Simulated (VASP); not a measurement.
# In (I4/mmm) in VASP: a series of runs

In is run at these levels: PBE; tasks: single point.

Everything below comes from runs of VASP 6.6.1. Logs are shortened: lines on timing, memory, paths and dates and some standing lists are left out, and cuts for length are marked.

### Step 1. The cell of the first run

It takes space group I4/mmm (No. 139, tetragonal). Conventional cell: a = 3.249 Å, b = 3.249 Å, c = 4.585 Å, α = 90.00°, β = 90.00°, γ = 90.00°. Within 4.3 Å of In (site symmetry 4/mmm) lie 12 In at 3.25 Å.

### Step 2. Single point, PBE (24.20 Å³/atom)

INCAR reads:

```
SYSTEM = In
ALGO = Fast
EDIFF = 1E-6
ENCUT = 520
GGA = PE
ISIF = 2
ISMEAR = 0
LASPH = .True.
LCHARG = .False.
LREAL = .False.
LWAVE = .False.
NBANDS = 12
NELM = 100
PREC = Accurate
SIGMA = 0.1
```

KPOINTS reads:

```
k-points
0
Gamma
  18 18 18
  0 0 0
```

POSCAR reads:

```
In
1.0
   -1.6243845017      1.6243845017      2.2924552203
    1.6243845017     -1.6243845017      2.2924552203
    1.6243845017      1.6243845017     -2.2924552203
In
1
Direct
    0.0000000000      0.0000000000      0.0000000000
```

Potentials or basis: VASP PAW PBE potentials, release 64 (In_d).

The run is started by

```
cat potpaw_PBE.64/In_d/POTCAR > POTCAR
mpirun -np 1 vasp_std > vasp.out
```

OUTCAR:

```text
SYSTEM = In
   EDIFF = 1E-6
   ENCUT = 520
   GGA = PE
   ISIF = 2
   ISMEAR = 0
   LASPH = .True.
   LREAL = .False.
   NELM = 100
   PREC = Accurate

 ion  position               nearest neighbor table
   1  0.000  0.000  0.000-

  LATTYP: Found a body centered tetragonal cell.
 ALAT       =     3.2487690034
 C/A-ratio  =     1.4112762206

  Lattice vectors:

 A1 = (  -1.6243845017,   1.6243845017,   2.2924552203)
 A2 = (   1.6243845017,  -1.6243845017,   2.2924552203)
 A3 = (   1.6243845017,   1.6243845017,  -2.2924552203)

Analysis of symmetry for initial positions (statically):
=====================================================================
 Subroutine PRICEL returns:
 Original cell was already a primitive cell.

 Routine SETGRP: Setting up the symmetry group for a
 body centered tetragonal supercell.

 Subroutine GETGRP returns: Found 16 space group operations
 (whereof 16 operations were pure point group operations)
 out of a pool of 16 trial point group operations.

The static configuration has the point symmetry D_4h.

Analysis of symmetry for dynamics (positions and initial velocities):
=====================================================================
 Subroutine PRICEL returns:
 Original cell was already a primitive cell.

 Routine SETGRP: Setting up the symmetry group for a
 body centered tetragonal supercell.

 Subroutine GETGRP returns: Found 16 space group operations
 (whereof 16 operations were pure point group operations)
 out of a pool of 16 trial point group operations.

The dynamic configuration has the point symmetry D_4h.

 Subroutine INISYM returns: Found 16 space group operations
 (whereof 16 operations are pure point group operations),
 and found     1 'primitive' translations

----------------------------------------------------------------------------------------

                                     Primitive cell

  volume of cell :      24.1957

  direct lattice vectors                    reciprocal lattice vectors
    -1.624384502  1.624384502  2.292455220     0.000000000  0.307808896  0.218106768
     1.624384502 -1.624384502  2.292455220     0.307808896  0.000000000  0.218106768
     1.624384502  1.624384502 -2.292455220     0.307808896  0.307808896  0.000000000

  length of vectors
     3.245396887  3.245396887  3.245396887     0.377249094  0.377249094  0.435307515

  position of ions in fractional coordinates (direct lattice)
     0.000000000  0.000000000  0.000000000

  ion indices of the primitive-cell ions
   primitive index   ion index
                 1           1

----------------------------------------------------------------------------------------

 KPOINTS: k-points

Automatic generation of k-mesh.
 Grid dimensions read from file:
 generate k-points for:   18   18   18

 Generating k-lattice:

  Cartesian coordinates                     Fractional coordinates (reciprocal lattice)
     0.000000000  0.017100494  0.012117043     0.055555556  0.000000000  0.000000000
     0.017100494  0.000000000  0.012117043     0.000000000  0.055555556  0.000000000
     0.017100494  0.017100494  0.000000000     0.000000000  0.000000000  0.055555556

  Length of vectors
     0.020958283  0.020958283  0.024183751

  Shift w.r.t. Gamma in fractional coordinates (k-lattice)
     0.000000000  0.000000000  0.000000000

 Subroutine IBZKPT returns following result:
 ===========================================

 Found    480 irreducible k-points:

 Following reciprocal coordinates:
            Coordinates               Weight
  0.000000  0.000000  0.000000      1.000000
  0.055556  0.000000  0.000000      8.000000
  0.111111  0.000000  0.000000      8.000000
  0.166667  0.000000  0.000000      8.000000
  0.222222 -0.000000  0.000000      8.000000
  0.277778  0.000000  0.000000      8.000000
[... 16 lines left out ...]
 -0.277778  0.055556  0.000000     16.000000
 -0.222222  0.055556  0.000000     16.000000
 [... further k-points ...]
   k-points           NKPTS =    480   k-points in BZ     NKDIM =    480   number of bands    NBANDS=     12
   number of dos      NEDOS =    301   number of ions     NIONS =      1
   total plane-waves  NPLWV =  13824
   dimension x,y,z NGX =    24 NGY =   24 NGZ =   24
   dimension x,y,z NGXF=    48 NGYF=   48 NGZF=   48
   ions per type =               1
   NGX,Y,Z   is equivalent  to a cutoff of  12.29, 12.29, 12.29 a.u.
   NGXF,Y,Z  is equivalent  to a cutoff of  24.59, 24.59, 24.59 a.u.
 SYSTEM =  In
   PREC   = accura    normal or accurate (medium, high low for compatibility)
   ISTART =      0    job   : 0-new  1-cont  2-samecut
   ICHARG =      2    charge: 1-file 2-atom 10-const
   ISPIN  =      1    spin polarized calculation?
   LNONCOLLINEAR =      F non collinear calculations
   LSORBIT =      F    spin-orbit coupling
   LASPH  =      T    aspherical Exc in radial PAW
   ENCUT  =  520.0 eV  38.22 Ry    6.18 a.u.   6.03  6.03  6.03*2*pi/ulx,y,z
   NELM   =    100;   NELMIN=  2; NELMDL= -5     # of ELM steps
   EDIFF  = 0.1E-05   stopping-criterion for ELM
   LREAL  =      F    real-space projection
   EDIFFG = 0.1E-04   stopping-criterion for IOM
   NSW    =      0    number of steps for IOM
   IBRION =     -1    ionic relax: 0-MD 1-quasi-New 2-CG
   NFREE  =      0    steps in history (QN), initial steepest desc. (CG)
   ISIF   =      2    stress and relaxation
   ISYM   =      2    0-nonsym 1-usesym 2-fastsym
   POTIM  = 0.5000    time-step for ionic-motion
   TEBEG  =    0.0;   TEEND  =   0.0 temperature during run
   PSTRESS=    0.0 pullay stress
   NELECT =      13.0000    total number of electrons
   NUPDOWN=      -1.0000    fix difference up-down
   EMIN   =  10.00;   EMAX   =-10.00  energy-range for DOS
   EFERMI =   0.00;   METHOD = LEGACY
   ISMEAR =     0;   SIGMA  =   0.10  broadening in eV -4-tet -1-fermi 0-gaus
   EFERMI_NEDOS =   21; number of points for ismear=-14 and -15
   IALGO  =     68    algorithm
   IMIX   =      4    mixing-type and parameters
     AMIX     =   0.40;   BMIX     =  1.00
     AMIX_MAG =   1.60;   BMIX_MAG =  1.00
  volume/ion in A,a.u.               =      24.20       163.28
  Fermi-wavevector in a.u.,A,eV,Ry     =   1.330893  2.515023 24.099672  1.771276
  Thomas-Fermi vector in A             =   2.459945
   LORBIT       =      0    0 simple, 1 ext, 2 COOP (PROOUT), +10 PAW based schemes
   GGA     = PE    functional components
   LHFCALC =     F    Hartree Fock is set to
   AEXX    =    0.0000 exact exchange contribution
   IVDW    =     0    specifies the selected vdW correction
   LEPSILON=     F    determine dielectric tensor
   LRPA    =     F    only Hartree local field effects (RPA)
 non-spin polarized calculation
 RMM-DIIS sequential band-by-band and
 Gauss-broadening in eV      SIGMA  =   0.10
  energy-cutoff  :      520.00
  volume of cell :       24.20
 maximum number of plane-waves:       663
   NGX = 13   NGY = 13   NGZ = 13

 number of electron      13.0000000 magnetization

 Free energy of the ion-electron system (eV)
  ---------------------------------------------------
  ext. energy  EPLUGINS =         0.00000000
  ---------------------------------------------------
  free energy    TOTEN  =        -2.50413477 eV

  energy without entropy =       -2.50192065  energy(sigma->0) =       -2.50302771

 E-fermi :   8.5060     XC(G=0): -10.6296

 val. band max:        8.4996670066   @ k =  -0.4444   0.4444   0.1667
 cond. band min:       8.5061292196   @ k =  -0.3889  -0.3889   0.1111
 fundamental gap:      0.0064622130
 Fermi energy:         8.5060296982

 k-point     1 :       0.0000    0.0000    0.0000
  band No.  band energies     occupation
      1      -6.2796      2.00000
      2      -6.2796      2.00000
      3      -6.2764      2.00000
      4      -6.0685      2.00000
      5      -6.0649      2.00000
      6      -1.6570      2.00000
      7      19.7357      0.00000
      8      19.7414      0.00000
      9      19.7414      0.00000
     10      20.1167      0.00000
     11      23.1131      0.00000
     12      23.1146      0.00000

 k-point     2 :       0.0556    0.0000    0.0000
  band No.  band energies     occupation
      1      -6.2801      2.00000
      2      -6.2729      2.00000
      3      -6.2706      2.00000
      4      -6.0694      2.00000
      5      -6.0659      2.00000
      6      -1.5853      2.00000
      7      18.6949      0.00000
      8      19.6009      0.00000
      9      19.6022      0.00000
     10      20.0532      0.00000
     11      23.3435      0.00000
     12      23.3440      0.00000

 k-point     3 :       0.1111    0.0000    0.0000
  band No.  band energies     occupation
      1      -6.2846      2.00000
      2      -6.2557      2.00000
      3      -6.2536      2.00000
      4      -6.0700      2.00000
      5      -6.0668      2.00000
      6      -1.3687      2.00000
      7      16.7642      0.00000
      8      19.2685      0.00000
      9      19.2728      0.00000
     10      20.0350      0.00000
     11      23.9470      0.00000
     12      23.9734      0.00000
[... 286 lines left out ...]
 k-point    23 :      -0.2778    0.0556    0.0000
  band No.  band energies     occupation
      1      -6.3221      2.00000
      2      -6.2279      2.00000
      3      -6.2149      2.00000
      4      -6.0464      2.00000
      5      -5.9881      2.00000
      6       0.0069      2.00000
      7      11.5322      0.00000
      8      17.3060      0.00000
      9      18.2753      0.00000
     10      20.0019      0.00000
     11      22.1622      0.00000
     12      23.9110      0.00000

 k-point    24 :      -0.2222    0.0556    0.0000
  band No.  band energies     occupation
      1      -6.3094      2.00000
      2      -6.2232      2.00000
      3      -6.2144      2.00000
      4      -6.0785      2.00000
      5      -6.0240      2.00000
      6      -0.6122      2.00000
      7      13.4595      0.00000
      8      17.6387      0.00000
      9      18.6060      0.00000
     10      20.4544      0.00000
     11      22.2283      0.00000
     12      24.0336      0.00000

 [... further k-points ...]

------------------------ aborting loop because EDIFF is reached ----------------------------------------

  FORCE on cell =-STRESS in cart. coord.  units (eV):
  Direction    XX          YY          ZZ          XY          YZ          ZX
  --------------------------------------------------------------------------------------
  -------------------------------------------------------------------------------------
  Total        0.9496757      0.9496757      0.9509382      0.0000000     -0.0000000      0.0000000
  in kB       62.8850434     62.8850434     62.9686434      0.0000000     -0.0000000      0.0000000
  external PRESSURE =      62.9129101 kB  Pullay stress =       0.0000000 kB

 VOLUME and BASIS-vectors are now :
 -----------------------------------------------------------------------------
  energy-cutoff  :      520.00
  volume of cell :       24.20
      direct lattice vectors                 reciprocal lattice vectors
    -1.624384502  1.624384502  2.292455220     0.000000000  0.307808896  0.218106768
     1.624384502 -1.624384502  2.292455220     0.307808896  0.000000000  0.218106768
     1.624384502  1.624384502 -2.292455220     0.307808896  0.307808896  0.000000000

 POSITION                                       TOTAL-FORCE (eV/Angst)
 -----------------------------------------------------------------------------------
      0.00000      0.00000      0.00000        -0.000000      0.000000     -0.000000
 -----------------------------------------------------------------------------------
    total drift:                                0.000000      0.000000     -0.000000

  FREE ENERGIE OF THE ION-ELECTRON SYSTEM (eV)
  ---------------------------------------------------
  free  energy   TOTEN  =        -2.5041347665 eV

  energy  without entropy=       -2.5019206548  energy(sigma->0) =       -2.50302771
```

Wall time 73 s (1 thread of AMD EPYC 9R45 (Zen 5), shared host); peak memory 0.21 GiB.

What came out:

- Free energy: -2.5041 eV
- Pressure: 6.3 GPa
- Band gap on the k mesh: zero (an odd number of electrons rules out a gap without spin polarisation)

Levels at points of the mesh, in eV from the Fermi level:
| k point | band 4 | band 5 | band 6 | band 7 | band 8 | band 9 |
| --- | --- | --- | --- | --- | --- | --- |
| (0.00, 0.00, 0.00) | -14.57 | -14.57 | -10.16 | 11.23 | 11.24 | 11.24 |
| (0.50, 0.00, 0.00) | -14.38 | -14.38 | -4.41 | -3.79 | 8.90 | 8.94 |
| (0.50, 0.50, 0.00) | -14.34 | -14.33 | -2.54 | -1.99 | 4.16 | 4.17 |
| (0.50, 0.50, 0.50) | -14.33 | -14.33 | -2.52 | -1.95 | 4.13 | 4.13 |

Caveat: the cell stands under pressure; spin-orbit coupling is left out, which moves the levels of the heavy elements.

### Step 3. Single point, PBE (25.02 Å³/atom)

This run uses another cell than the first one, of 25.02 Å³/atom.

INCAR reads:

```
SYSTEM = In
  ALGO = Fast
  EDIFF = 1E-7
  ENCUT = 520
  GGA = PE
  ISIF = 2
  ISMEAR = 0
  LASPH = .True.
  LCHARG = .True.
  LELF = .True.
  LREAL = .False.
  LVHAR = .True.
  LWAVE = .False.
  NBANDS = 12
  NELM = 80
  PREC = Accurate
  SIGMA = 0.1
```

KPOINTS is that of step 2.

POSCAR reads:

```
In
1.0
   -1.6426375408      1.6426375408      2.3182153003
    1.6426375408     -1.6426375408      2.3182153003
    1.6426375408      1.6426375408     -2.3182153003
In
1
Direct
    0.0000000000      0.0000000000      0.0000000000
```

Potentials or basis: VASP PAW PBE potentials, release 64 (In_d).

The run is started by

```
cat potpaw_PBE.64/In_d/POTCAR > POTCAR
mpirun -np 1 vasp_std > vasp.out
```

It took 85 s on 1 thread of AMD EPYC 9R45 (Zen 5), shared host; peak memory 0.22 GiB.

The run converged. Its results:

* Free energy: -2.5317 eV
* Pressure: 4.3 GPa
* Band gap on the k mesh: zero (an odd number of electrons rules out a gap without spin polarisation)

Levels at points of the mesh, in eV from the Fermi level:
```
           k point  band 2  band 3  band 4  band 5  band 6  band 7  band 8  band 9  band 10  band 11
(0.00, 0.00, 0.00)  -14.72  -14.72  -14.53  -14.52   -9.89   10.94   10.95   10.95    11.57    14.33
(0.50, 0.00, 0.00)  -14.71  -14.71  -14.35  -14.35   -4.38   -3.61    8.68    8.72    10.89    12.83
(0.50, 0.50, 0.00)  -14.87  -14.36  -14.31  -14.31   -2.40   -2.04    4.11    4.12     7.61     7.73
(0.50, 0.50, 0.50)  -14.87  -14.36  -14.31  -14.31   -2.38   -2.00    4.08    4.08     7.57     7.71
```

Caveat: the cell stands under pressure; spin-orbit coupling is left out, which moves the levels of the heavy elements.

### Step 4. Single point, PBE (25.85 Å³/atom)

This run uses another cell than the first one, of 25.85 Å³/atom.

INCAR reads:

```
PREC = Accurate
ENCUT = 520
EDIFF = 1E-6
ISMEAR = 0
SIGMA = 0.1
LREAL = False
LASPH = True
NELM = 80
ALGO = Fast
ISIF = 2
LWAVE = False
LCHARG = False
GGA = PE
NBANDS = 12
```

KPOINTS reads:

```
Automatic mesh
0
Gamma
  18 18 18
```

POSCAR reads:

```
In
1.0
   -1.6604936956      1.6604936956      2.3434152670
    1.6604936956     -1.6604936956      2.3434152670
    1.6604936956      1.6604936956     -2.3434152670
In
1
Direct
    0.0000000000      0.0000000000      0.0000000000
```

The run is started by

```
cat potpaw_PBE.64/In_d/POTCAR > POTCAR
mpirun -np 1 vasp_std > vasp.out
```

Wall time 2 min (1 thread of AMD EPYC 9R45 (Zen 5), shared host); peak memory 0.24 GiB.

It converged, with:

```yaml
Free_energy: -2.5496 eV
Pressure: 2.5 GPa
Band_gap_on_the_k_mesh: zero (an odd number of electrons rules out a gap without spin polarisation)
```

Levels at points of the mesh, in eV from the Fermi level:
```tsv
k point	band 4	band 5	band 6	band 7	band 8	band 9
(0.00, 0.00, 0.00)	-14.49	-14.48	-9.65	10.67	10.67	10.67
(0.50, 0.00, 0.00)	-14.33	-14.33	-4.34	-3.45	8.47	8.51
(0.50, 0.50, 0.00)	-14.29	-14.28	-2.28	-2.09	4.05	4.06
(0.50, 0.50, 0.50)	-14.28	-14.28	-2.26	-2.05	4.03	4.03
```

Caveat: spin-orbit coupling is left out, which moves the levels of the heavy elements.

### Step 5. Overview

| cell | further INCAR settings | gap on the mesh (eV) | pressure (GPa) |
| --- | --- | --- | --- |
| a = 3.245 Å, angles 119.9, 119.9, 90.1°, 1 atom | ALGO = Fast; EDIFF = 1e-06; NBANDS = 12 | none | 6.3 |
| a = 3.282 Å, angles 119.9, 119.9, 90.1°, 1 atom | ALGO = Fast; EDIFF = 1e-07; NBANDS = 12 | none | 4.3 |
| a = 3.318 Å, angles 119.9, 119.9, 90.1°, 1 atom | ALGO = Fast; EDIFF = 1e-06; NBANDS = 12 | none | 2.5 |

Alike in all rows: task single point; level PBE; potentials or basis VASP PAW PBE potentials, release 64 (In_d); no spin polarisation; k mesh 18 × 18 × 18; cutoff (eV) 520; smearing gaussian 0.1 eV.

Caveats: spin-orbit coupling is left out, which moves the levels of the heavy elements; the cell stands under pressure (at least some runs).

Total energies depend on the potentials used, so only differences within one code and one set of settings carry meaning.
